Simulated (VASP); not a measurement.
# ZnO (P6_3/mmc) in VASP: further runs

The runs below take ZnO through dielectric tensor, vibrations by perturbation theory, with PBE, PBEsol.

Program: VASP 6.6.1. These are calculated values, not measurements. Logs are shortened: lines on timing, memory, paths and dates and some standing lists are left out, and cuts for length are marked.

## (1) The cell of the first run

The structure is hexagonal, space group P6_3/mmc (No. 194). The conventional cell has a = 3.417 Å, b = 3.417 Å, c = 4.478 Å, α = 90.00°, β = 90.00°, γ = 120.00°. Zn (site symmetry -6m2) has 5 O at 1.97 to 2.24 Å within 2.6 Å. O (site symmetry -6m2) has 5 Zn at 1.97 to 2.24 Å within 2.6 Å.

## (2) Dielectric tensor, PBE

The input, INCAR:

```
SYSTEM = ZnO
PREC = Accurate ; ENCUT = 520
EDIFF = 1E-8 ; ISMEAR = 0
SIGMA = 0.01 ; LREAL = .FALSE.
LASPH = .TRUE. ; NELM = 80
ALGO = Normal ; ISIF = 2
LWAVE = .FALSE. ; LCHARG = .FALSE.
GGA = PE ; LEPSILON = .TRUE.
```

The input, KPOINTS:

```
Automatic mesh
0
G
  9 9 6
  0 0 0
```

The input, POSCAR:

```
ZnO
1.0
    3.4165335104      0.0000000000      0.0000000000
   -1.7082667552      2.9588048129      0.0000000000
    0.0000000000      0.0000000000      4.4775675786
Zn O
2 2
Direct
    0.3333333333      0.6666666667      0.2500000000
    0.6666666667      0.3333333333      0.7500000000
    0.6666666667      0.3333333333      0.2500000000
    0.3333333333      0.6666666667      0.7500000000
```

Potentials or basis: VASP PAW PBE potentials, release 64 (Zn, O).

Run with:

```
> cat potpaw_PBE.64/Zn/POTCAR potpaw_PBE.64/O/POTCAR > POTCAR
> mpirun -np 1 vasp_std > vasp.out
```

OUTCAR:

```text
SYSTEM = ZnO
   PREC = Accurate
   ENCUT = 520
   EDIFF = 1E-8
   ISMEAR = 0
   LREAL = .FALSE.
   LASPH = .TRUE.
   NELM = 80
   ISIF = 2
   GGA = PE
   LEPSILON = .TRUE.

 ion  position               nearest neighbor table
   1  0.333  0.667  0.250-   3 1.97   3 1.97   3 1.97   4 2.24   4 2.24   2 2.98   2 2.98   2 2.98
                             2 2.98   2 2.98   2 2.98
   2  0.667  0.333  0.750-   4 1.97   4 1.97   4 1.97   3 2.24   3 2.24   1 2.98   1 2.98   1 2.98
                             1 2.98   1 2.98   1 2.98
   3  0.667  0.333  0.250-   1 1.97   1 1.97   1 1.97   2 2.24   2 2.24
   4  0.333  0.667  0.750-   2 1.97   2 1.97   2 1.97   1 2.24   1 2.24

  LATTYP: Found a hexagonal cell.
 ALAT       =     3.4165335104
 C/A-ratio  =     1.3105586598

  Lattice vectors:

 A1 = (   3.4165335104,   0.0000000000,   0.0000000000)
 A2 = (  -1.7082667552,   2.9588048129,   0.0000000000)
 A3 = (   0.0000000000,   0.0000000000,   4.4775675786)

Analysis of symmetry for initial positions (statically):
=====================================================================
 Subroutine PRICEL returns:
 Original cell was already a primitive cell.

 Routine SETGRP: Setting up the symmetry group for a
 hexagonal supercell.

 Subroutine GETGRP returns: Found 24 space group operations
 (whereof 12 operations were pure point group operations)
 out of a pool of 24 trial point group operations.

The static configuration has the point symmetry D_3d.
 The point group associated with its full space group is D_6h.

Analysis of symmetry for dynamics (positions and initial velocities):
=====================================================================
 Subroutine PRICEL returns:
 Original cell was already a primitive cell.

 Routine SETGRP: Setting up the symmetry group for a
 hexagonal supercell.

 Subroutine GETGRP returns: Found 24 space group operations
 (whereof 12 operations were pure point group operations)
 out of a pool of 24 trial point group operations.

The dynamic configuration has the point symmetry D_3d.
 The point group associated with its full space group is D_6h.

 Subroutine INISYM returns: Found 24 space group operations
 (whereof 12 operations are pure point group operations),
 and found     1 'primitive' translations

----------------------------------------------------------------------------------------

                                     Primitive cell

  volume of cell :      45.2631

  direct lattice vectors                    reciprocal lattice vectors
     3.416533510  0.000000000  0.000000000     0.292694334  0.168987152  0.000000000
    -1.708266755  2.958804813  0.000000000     0.000000000  0.337974305  0.000000000
     0.000000000  0.000000000  4.477567579     0.000000000  0.000000000  0.223335546

  length of vectors
     3.416533510  3.416533510  4.477567579     0.337974305  0.337974305  0.223335546

  position of ions in fractional coordinates (direct lattice)
     0.333333333  0.666666667  0.250000000
     0.666666667  0.333333333  0.750000000
     0.666666667  0.333333333  0.250000000
     0.333333333  0.666666667  0.750000000

  ion indices of the primitive-cell ions
   primitive index   ion index
                 1           1
                 2           2
                 3           3
                 4           4

----------------------------------------------------------------------------------------

 KPOINTS: Automatic mesh

Automatic generation of k-mesh.
 Grid dimensions read from file:
 generate k-points for:    9    9    6

 Generating k-lattice:
[... 87 lines left out ...]
   GGA     = PE    functional components
   LHFCALC =     F    Hartree Fock is set to
   AEXX    =    0.0000 exact exchange contribution
   IVDW    =     0    specifies the selected vdW correction
   LEPSILON=     T    determine dielectric tensor
   LRPA    =     F    only Hartree local field effects (RPA)
 non-spin polarized calculation
 Gauss-broadening in eV      SIGMA  =   0.01
  energy-cutoff  :      520.00
  volume of cell :       45.26
 maximum number of plane-waves:      1237
 NGX is ok and might be reduce to    28
   NGX = 13   NGY = 13   NGZ = 17

--------------------------------------- Ionic step        1  -------------------------------------------

 number of electron      36.0000018 magnetization

 E-fermi :   1.5712     XC(G=0): -11.2116

 val. band max:        1.4937991374   @ k =   0.3333   0.3333   0.5000
 cond. band min:       2.4941742101   @ k =   0.0000   0.0000   0.0000
 fundamental gap:      1.0003750727
 Fermi energy:         1.5711996510

 k-point     1 :       0.0000    0.0000    0.0000
  band No.  band energies     occupation
      1     -16.6649      2.00000
      2     -15.4607      2.00000
      3      -4.3010      2.00000
      4      -4.3010      2.00000
      5      -4.1787      2.00000
      6      -4.1787      2.00000
[... 589 lines left out ...]
     21       9.4579      0.00000
     22      11.2038      0.00000

 [... further k-points ...]

  FORCE on cell =-STRESS in cart. coord.  units (eV):
  Direction    XX          YY          ZZ          XY          YZ          ZX
  --------------------------------------------------------------------------------------
  -------------------------------------------------------------------------------------
  Total        2.2209030      2.2209030      2.0241689      0.0000000      0.0000000      0.0000000
  in kB       78.6132984     78.6132984     71.6495033      0.0000000      0.0000000      0.0000000
  external PRESSURE =      76.2920333 kB  Pullay stress =       0.0000000 kB

 VOLUME and BASIS-vectors are now :
 -----------------------------------------------------------------------------
  energy-cutoff  :      520.00
  volume of cell :       45.26
      direct lattice vectors                 reciprocal lattice vectors
     3.416533510  0.000000000  0.000000000     0.292694334  0.168987152  0.000000000
    -1.708266755  2.958804813  0.000000000     0.000000000  0.337974305  0.000000000
     0.000000000  0.000000000  4.477567579     0.000000000  0.000000000  0.223335546

 POSITION                                       TOTAL-FORCE (eV/Angst)
 -----------------------------------------------------------------------------------
     -0.00000      1.97254      1.11939         0.000000     -0.000000     -0.000000
      1.70827      0.98627      3.35818        -0.000000     -0.000000      0.000000
      1.70827      0.98627      1.11939        -0.000000      0.000000      0.000000
     -0.00000      1.97254      3.35818        -0.000000     -0.000000      0.000000
 -----------------------------------------------------------------------------------
    total drift:                               -0.000000      0.000000      0.000000

  FREE ENERGIE OF THE ION-ELECTRON SYSTEM (eV)
  ---------------------------------------------------
  free  energy   TOTEN  =       -17.5283580596 eV

  energy  without entropy=      -17.5283580596  energy(sigma->0) =      -17.52835806

 HEAD OF MICROSCOPIC STATIC DIELECTRIC TENSOR (INDEPENDENT PARTICLE, excluding Hartree and local field effects)
 ------------------------------------------------------
           5.256564     0.000000     0.000000
           0.000000     5.256564    -0.000000
           0.000000    -0.000000     4.973995
 ------------------------------------------------------

 Free energy of the ion-electron system (eV)
  ---------------------------------------------------
  ---------------------------------------------------
  free energy    TOTEN  =        -0.54720056 eV

  energy without entropy =       -0.54720056

------------------------ aborting loop because EDIFF is reached ----------------------------------------

--------------------------------------- Ionic step        2  -------------------------------------------

------------------------ aborting loop because EDIFF is reached ----------------------------------------

--------------------------------------- Ionic step        3  -------------------------------------------

 Free energy of the ion-electron system (eV)
  ---------------------------------------------------
  ---------------------------------------------------
  free energy    TOTEN  =        -0.51898606 eV

  energy without entropy =       -0.51898606

------------------------ aborting loop because EDIFF is reached ----------------------------------------

 PIEZOELECTRIC TENSOR FIELD DIRECTION 3  (e Angst)
 -----------------------------------------------------------------------------
     0.00371 -0.00000  0.00000           (  0.00006 -0.00000  0.00000)
    -0.00000  0.00371 -0.00000           (  0.00000  0.00006  0.00000)
     0.00000  0.00000 -0.00426           (  0.00000  0.00000  0.00008)

 PIEZOELECTRIC TENSOR FIELD DIRECTION 3  (C/m^2)
 -----------------------------------------------------------------------------
     0.00131 -0.00000  0.00000
    -0.00000  0.00131 -0.00000
     0.00000  0.00000 -0.00151

 MACROSCOPIC STATIC DIELECTRIC TENSOR (including local field effects in DFT)
 ------------------------------------------------------
           5.133359    -0.000000     0.000000
          -0.000000     5.133359     0.000000
           0.000000     0.000000     4.922348
 ------------------------------------------------------

 PIEZOELECTRIC TENSOR (including local field effects)  for field in x, y, z        (e  Angst)
          XX          YY          ZZ          XY          YZ          ZX
  --------------------------------------------------------------------------------
  x     0.00000     0.00000     0.00000     0.00000     0.00000     0.00000
  y     0.00000     0.00000     0.00000     0.00000     0.00000     0.00000
  z     0.00000     0.00000     0.00000     0.00000     0.00000     0.00000

 PIEZOELECTRIC TENSOR (including local field effects)  for field in x, y, z        (C/m^2)
          XX          YY          ZZ          XY          YZ          ZX
  --------------------------------------------------------------------------------
  x     0.00000     0.00000     0.00000     0.00000     0.00000     0.00000
  y     0.00000     0.00000     0.00000     0.00000     0.00000     0.00000
  z     0.00000     0.00000     0.00000     0.00000     0.00000     0.00000

 BORN EFFECTIVE CHARGES (including local field effects) (in |e|, cummulative output)
 ---------------------------------------------------------------------------------
 ion    1
    1     2.12829     0.00000     0.00000
    2     0.00000     2.12829     0.00000
    3    -0.00000     0.00000     2.32962
 ion    2
    1     2.12829     0.00000     0.00000
    2     0.00000     2.12829    -0.00000
    3    -0.00000     0.00000     2.32962
 ion    3
    1    -2.12829     0.00000    -0.00000
    2     0.00000    -2.12829     0.00000
    3     0.00000     0.00000    -2.32962
 ion    4
    1    -2.12829     0.00000    -0.00000
    2     0.00000    -2.12829     0.00000
    3     0.00000     0.00000    -2.32962
```

It took 6.3 min on 1 thread of Intel Xeon Platinum 8488C (Sapphire Rapids), shared host; peak memory 0.38 GiB.

What came out:

```yaml
Band_gap_on_the_k_mesh: 1.00 eV (least direct gap 1.06 eV)
Electronic_dielectric_tensor_diagonal: 5.13, 5.13, 4.92
Born_charges_mean_of_the_diagonal: Zn +2.20; O -2.20 e
```

Electronic dielectric tensor:
```
5.13 0.00 0.00
0.00 5.13 0.00
0.00 0.00 4.92
```

Born effective charge tensors (e):
atom 1, Zn
```
2.13 0.00 0.00
0.00 2.13 0.00
0.00 0.00 2.33
```
atom 2, Zn
```
2.13 0.00 0.00
0.00 2.13 0.00
0.00 0.00 2.33
```
atom 3, O
```
-2.13  0.00  0.00
 0.00 -2.13  0.00
 0.00  0.00 -2.33
```
atom 4, O
```
-2.13  0.00  0.00
 0.00 -2.13  0.00
 0.00  0.00 -2.33
```

A k mesh can miss the band edges.

## (3) Vibrations by perturbation theory, PBEsol

The input, INCAR:

```
SYSTEM = ZnO
PREC = Accurate
ENCUT = 520
EDIFF = 1E-8
ISMEAR = 0
SIGMA = 0.01
LREAL = .FALSE.
LASPH = .TRUE.
NELM = 80
ALGO = Normal
ISIF = 2
LWAVE = .FALSE.
LCHARG = .FALSE.
GGA = PS
NBANDS = 26
IBRION = 8
NSW = 1
LEPSILON = .TRUE.
```

KPOINTS is that of step 2.

The input, POSCAR:

```
ZnO
1.0
    3.4099157938      0.0000000000      0.0000000000
   -1.7049578969      2.9530737022      0.0000000000
    0.0000000000      0.0000000000      4.4886876534
Zn O
2 2
Direct
    0.3333333333      0.6666666667      0.2500000000
    0.6666666667      0.3333333333      0.7500000000
    0.6666666667      0.3333333333      0.2500000000
    0.3333333333      0.6666666667      0.7500000000
```

Potentials or basis: VASP PAW PBE potentials, release 64 (Zn, O).

Run with:

```
> cat potpaw_PBE.64/Zn/POTCAR potpaw_PBE.64/O/POTCAR > POTCAR
> mpirun -np 1 vasp_std > vasp.out
```

OUTCAR:

```text
SYSTEM = ZnO
   PREC = Accurate
   ENCUT = 520
   EDIFF = 1E-8
   ISMEAR = 0
   LREAL = .FALSE.
   LASPH = .TRUE.
   NELM = 80
   ISIF = 2
   GGA = PS
   IBRION = 8
   NSW = 1
   LEPSILON = .TRUE.

 ion  position               nearest neighbor table
   1  0.333  0.667  0.250-   3 1.97   3 1.97   3 1.97   4 2.24   4 2.24   2 2.99   2 2.99   2 2.99
                             2 2.99   2 2.99   2 2.99
   2  0.667  0.333  0.750-   4 1.97   4 1.97   4 1.97   3 2.24   3 2.24   1 2.99   1 2.99   1 2.99
                             1 2.99   1 2.99   1 2.99
   3  0.667  0.333  0.250-   1 1.97   1 1.97   1 1.97   2 2.24   2 2.24
   4  0.333  0.667  0.750-   2 1.97   2 1.97   2 1.97   1 2.24   1 2.24

  LATTYP: Found a hexagonal cell.
 ALAT       =     3.4099157938
 C/A-ratio  =     1.3163631963

  Lattice vectors:

[... 1036 lines left out ...]
  4X     0.208649    0.000000    0.000000    8.709878    0.000000    0.000000    1.272410    0.000000    0.000000  -10.190937    0.000000    0.000000
  4Y     0.000000    0.208649    0.000000    0.000000    8.709878    0.000000    0.000000    1.272410    0.000000    0.000000  -10.190937    0.000000
  4Z    -0.000000   -0.000000   -0.011615    0.000000    0.000000   -0.479243   -0.000000    0.000000    4.748612   -0.000000   -0.000000   -4.257754

 Eigenvectors and eigenvalues of the dynamical matrix
 ----------------------------------------------------

   1 f  =   14.171051 THz    89.039340 2PiTHz  472.695381 cm-1    58.606732 meV
             X         Y         Z           dx          dy          dz
     -0.000000  1.968716  1.122172    -0.000006    0.262790   -0.000000
      1.704958  0.984358  3.366516     0.000006   -0.262790   -0.000000
      1.704958  0.984358  1.122172     0.000014   -0.656461   -0.000000
     -0.000000  1.968716  3.366516    -0.000014    0.656461   -0.000000
[... 71 lines left out ...]
  12 f/i=    3.033208 THz    19.058206 2PiTHz  101.176916 cm-1    12.544333 meV
             X         Y         Z           dx          dy          dz
     -0.000000  1.968716  1.122172    -0.000000   -0.000000   -0.304142
      1.704958  0.984358  3.366516    -0.000000   -0.000000   -0.304142
      1.704958  0.984358  1.122172    -0.000000   -0.000000    0.638355
     -0.000000  1.968716  3.366516    -0.000000   -0.000000    0.638355

--------------------------------------------------------------------------------------------------------

 MACROSCOPIC STATIC DIELECTRIC TENSOR IONIC CONTRIBUTION
 ------------------------------------------------------
           4.087754     0.000000     0.000000
           0.000000     4.087754     0.000000
           0.000000     0.000000     0.000000
 ------------------------------------------------------

 ELASTIC MODULI CONTR FROM IONIC RELAXATION (kBar)
 Direction    XX          YY          ZZ          XY          YZ          ZX
 --------------------------------------------------------------------------------
 XX        -730.0411    730.0411      0.0000     -0.0000      0.0000      0.0000
 YY         730.0411   -730.0411     -0.0000      0.0000     -0.0000      0.0000
 ZZ           0.0000     -0.0000     -0.0000      0.0000      0.0000      0.0000
 XY          -0.0000      0.0000      0.0000   -730.0411      0.0000      0.0000
 YZ           0.0000     -0.0000      0.0000      0.0000     -0.0000      0.0000
 ZX           0.0000      0.0000      0.0000      0.0000      0.0000      0.0000
 --------------------------------------------------------------------------------

 PIEZOELECTRIC TENSOR IONIC CONTR  for field in x, y, z        (C/m^2)
          XX          YY          ZZ          XY          YZ          ZX
  --------------------------------------------------------------------------------
  x    -0.00000     0.00000     0.00000    -0.00000    -0.00000     0.00000
  y     0.00000    -0.00000    -0.00000    -0.00000     0.00000     0.00000
  z     0.00000    -0.00000    -0.00000     0.00000    -0.00000     0.00000
```

stdout:

```text
POSCAR found type information on POSCAR ZnO
 POSCAR found :  2 types and       4 ions
 scaLAPACK will be used
 -----------------------------------------------------------------------------
|                                                                             |
|                                                                             |
[... 79 lines left out ...]
 first order change of Fermi-energy  -0.70759E-04
 force on displaced ion       3 direction 1 : -10.191  -0.002   0.000
 Born effective charge ion    3 direction 1 :  -2.137  -0.000   0.000
 Linear response progress:
 first order change of Fermi-energy  -0.18140E-03
 force on displaced ion       3 direction 3 :   0.000  -0.000  -4.258
 Born effective charge ion    3 direction 3 :   0.000  -0.000  -2.324
 Born effective charges drift removed
 Linear response finished
```

Wall time 14 min (1 thread of Intel Xeon Platinum 8488C (Sapphire Rapids), shared host); peak memory 0.53 GiB.

Results:

| Property | Result |
| --- | --- |
| Electronic dielectric tensor (diagonal) | 5.44, 5.44, 5.05 |
| Born charges (mean of the diagonal) | Zn +2.20; O -2.20 e |
| Highest phonon frequency at Γ, LO-TO splitting left out | 473 cm⁻¹ |
| Most unstable mode | 101i cm⁻¹ |

Phonon frequencies in cm⁻¹ (negative: imaginary):
```csv
q point,frequencies
"(0.000, 0.000, 0.000)",-101 0 0 1 128 128 174 391 434 434 473 473
```

Electronic dielectric tensor:
```
5.44 0.00 0.00
0.00 5.44 0.00
0.00 0.00 5.05
```

Born effective charge tensors (e):
atom 1, Zn
```
2.13 0.00 0.00
0.00 2.13 0.00
0.00 0.00 2.32
```
atom 2, Zn
```
2.13 0.00 0.00
0.00 2.13 0.00
0.00 0.00 2.32
```
atom 3, O
```
-2.13  0.00  0.00
 0.00 -2.13  0.00
 0.00  0.00 -2.32
```
atom 4, O
```
-2.13  0.00  0.00
 0.00 -2.13  0.00
 0.00  0.00 -2.32
```

Caveat: the cell stands under pressure or tension, which shifts response properties; some modes are imaginary; the PAW data sets were made with another functional, which shifts forces and pressure a little.
